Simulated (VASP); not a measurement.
Cr, 1 atom in the cell. Symmetry: I4/mmm, No. 139, tetragonal system. Conventional cell: a = 2.361 Å, b = 2.361 Å, c = 4.239 Å, α = 90.00°, β = 90.00°, γ = 90.00°. Within 3.1 Å of Cr (site symmetry 4/mmm) lie 12 Cr at 2.36 to 2.70 Å. 

* Program: VASP 6.6.1
* Task: single point
* Functional: PBE
* Potentials or basis: VASP PAW PBE potentials, release 64 (Cr_pv)
* Cutoff: 520 eV
* k mesh: 32 × 32 × 32
* Occupations: gaussian, width 0.1 eV
* Spin: no spin polarisation
* Dipole correction: no
* Further INCAR settings: ALGO = Fast; EDIFF = 1e-07; NBANDS = 12

Potentials or basis: VASP PAW PBE potentials, release 64 (Cr_pv).

Run with:

```console
$ cat potpaw_PBE.64/Cr_pv/POTCAR > POTCAR
$ mpirun -np 1 vasp_std > vasp.out
```

Hardware: 1 thread of Intel Xeon 8259CL, on a shared host.

Task: How long does it take, and how much memory?

Result: Wall time 9.1 min on 1 thread of Intel Xeon 8259CL (shared host), peak memory 0.43 GiB. Counts: scf iterations 14, k points 2393.
